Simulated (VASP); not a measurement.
MgO (rocksalt type), 2 atoms in the cell. It takes space group Fm-3m (No. 225, cubic). Conventional cell: a = 4.465 Å, b = 4.465 Å, c = 4.465 Å, α = 90.00°, β = 90.00°, γ = 90.00°. Mg (site symmetry m-3m) has 6 O at 2.23 Å within 3.0 Å. O (site symmetry m-3m) has 6 Mg at 2.23 Å within 3.0 Å. 

```yaml
Program: VASP 6.6.1
Task: relaxation of cell and atoms
Functional: PBE
Potentials_or_basis: VASP PAW PBE potentials, release 64 (Mg_sv, O)
Cutoff: 840 eV
k_mesh: 16 × 16 × 16
Occupations: fermi-dirac, width 0.05 eV
Spin: no spin polarisation
Dipole_correction: no
Further_INCAR_settings: ALGO = Normal; EDIFF = 1e-07; IBRION = 2; EDIFFG = -0.005; NSW = 100; ISIF = 3
```

Potentials or basis: VASP PAW PBE potentials, release 64 (Mg_sv, O).

Command:

```console
$ cat potpaw_PBE.64/Mg_sv/POTCAR potpaw_PBE.64/O/POTCAR > POTCAR
$ mpirun -np 1 vasp_std > vasp.out
```

Hardware: 1 thread of Intel(R) Xeon(R) 6975P-C (Granite Rapids), with other jobs on the host.

Problem. How long does it take, and how much memory?

Solution. Run time: 110 s on 1 thread of Intel(R) Xeon(R) 6975P-C (Granite Rapids), on a shared host, peak memory 0.22 GiB. Counts: scf iterations 35, k points 145, ion steps 3.
